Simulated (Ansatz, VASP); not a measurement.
**CaO in VASP and in Ansatz**

File INCAR:

```
PREC = Accurate
ENCUT = 520
EDIFF = 1E-7
ISMEAR = 0
SIGMA = 0.05
LREAL = False
LASPH = True
NELM = 60
ALGO = Normal
ISIF = 2
LWAVE = False
LCHARG = True
GGA = PE
IVDW = 12
LELF = True
LVHAR = True
NBANDS = 15
```

KPOINTS

```
Automatic mesh
0
Gamma
  8 8 8
```

Contents of POSCAR:

```
CaO
1.0
    0.0000000000      2.4489986189      2.4489986189
    2.4489986189      0.0000000000      2.4489986189
    2.4489986189      2.4489986189      0.0000000000
Ca O
1 1
Direct
    0.5000000000      0.5000000000      0.5000000000
    0.0000000000      0.0000000000      0.0000000000
```

Input for Ansatz:

```yaml
crystal:
  lattice:
    - [0.0, 2.4489986189, 2.4489986189]
    - [2.4489986189, 0.0, 2.4489986189]
    - [2.4489986189, 2.4489986189, 0.0]
  atoms:
    - { symbol: Ca, position: [0.5, 0.5, 0.5] }
    - { symbol: O, position: [0.0, 0.0, 0.0] }
basis:
  ecutwfc: 420
  ecutrho_ratio: 4
kpoints:
  mp_grid: { grid: [8, 8, 8] }
hamiltonian:
  xc: pbe
  dispersion: d3bj
scf:
  occupations: { method: gaussian, width: 0.05 }
output:
  forces: true
  stress: true
  eigenvalues: true
```

Alike in both runs: task single point; functional PBE; dispersion D3(BJ); k mesh 8 × 8 × 8; occupations gaussian, width 0.05 eV; no spin polarisation.

|  | VASP | Ansatz |
| --- | --- | --- |
| version | VASP 6.6.1 | Ansatz 0.2.0 |
| potentials or method | VASP PAW PBE potentials, release 64 (Ca_sv, O), cutoff 520 eV | scalar-relativistic, plane waves, PAW |
| valence electrons in the cell | 16 | 16 |

|  | VASP | Ansatz | Ansatz less VASP |
| --- | --- | --- | --- |
| gap on the k mesh at the Fermi level (eV) | 3.64 | 3.66 | +0.016 |
| least direct gap on the mesh (eV) | 4.03 | 4.04 | +0.016 |
| pressure (GPa) | -6.4 | -6.9 | -0.46 |
